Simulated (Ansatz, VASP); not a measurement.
**Sn3PbO4: VASP beside Ansatz**

File INCAR:

```
PREC = Accurate
ENCUT = 520
EDIFF = 1E-6
ISMEAR = 0
SIGMA = 0.1
LREAL = F
LASPH = T
NELM = 80
ALGO = Normal
ISIF = 2
LWAVE = F
LCHARG = F
GGA = PE
NBANDS = 50
```

File KPOINTS:

```
Automatic mesh
0
Gamma
  4 4 4
```

POSCAR

```
Sn3PbO4
1.0
    5.5254299486      0.0000000000      0.0000000000
    0.0000000000      5.5254299486      0.0000000000
   -2.7627149743     -2.7627149743      5.1893261566
Sn Pb O
3 1 4
Direct
    0.1420083257      0.1420083257      0.2840166515
    0.8596840368      0.3596840368      0.7193680735
    0.3596840368      0.8596840368      0.7193680735
    0.6264791797      0.6264791797      0.2529583593
    0.0074457045      0.4986265060      0.5060722105
    0.4986265060      0.0074457045      0.5060722105
    0.4986265060      0.4986265060      0.5060722105
    0.0074457045      0.0074457045      0.5060722105
```

Input for Ansatz:

```yaml
crystal:
  lattice:
    - [5.5254299486, 0.0, 0.0]
    - [0.0, 5.5254299486, 0.0]
    - [-2.7627149743, -2.7627149743, 5.1893261566]
  atoms:
    - { symbol: Sn, position: [0.1420083257, 0.1420083257, 0.2840166515] }
    - { symbol: Sn, position: [0.8596840368, 0.3596840368, 0.7193680735] }
    - { symbol: Sn, position: [0.3596840368, 0.8596840368, 0.7193680735] }
    - { symbol: Pb, position: [0.6264791797, 0.6264791797, 0.2529583593] }
    - { symbol: O, position: [0.0074457045, 0.498626506, 0.5060722105] }
    - { symbol: O, position: [0.498626506, 0.0074457045, 0.5060722105] }
    - { symbol: O, position: [0.498626506, 0.498626506, 0.5060722105] }
    - { symbol: O, position: [0.0074457045, 0.0074457045, 0.5060722105] }
basis:
  ecutwfc: 420
kpoints:
  mp_grid: { grid: [4, 4, 4] }
hamiltonian:
  xc: pbe
scf:
  occupations: { method: gaussian, width: 0.1 }
  lower_state_search: "off"
output:
  forces: true
  stress: true
  eigenvalues: true
```

Alike in both runs: task single point; functional PBE; k mesh 4 × 4 × 4; occupations gaussian, width 0.1 eV; no spin polarisation.

```csv
,VASP,Ansatz
version,VASP 6.6.1,Ansatz 0.2.0
potentials or method,"VASP PAW PBE potentials, release 64 (Sn_d, Pb_d, O), cutoff 520 eV","scalar-relativistic, plane waves, PAW"
valence electrons in the cell,80,80
```

VASP gave:

| Quantity | Value |
| --- | --- |
| gap on the k mesh at the Fermi level (eV) | 0.75 |
| least direct gap on the mesh (eV) | 1.85 |
| pressure (GPa) | 0.2 |
| rms of the force components (eV/Å) | 0.027 |

Problem. Which values does Ansatz return?

Solution. gap on the k mesh at the Fermi level (eV): 0.74; least direct gap on the mesh (eV): 1.88; pressure (GPa): 0.0; rms of the force components (eV/Å): 0.002.

Atom by atom the forces differ by 0.028 eV/Å (rms over components).

Neither program's run includes spin-orbit coupling.
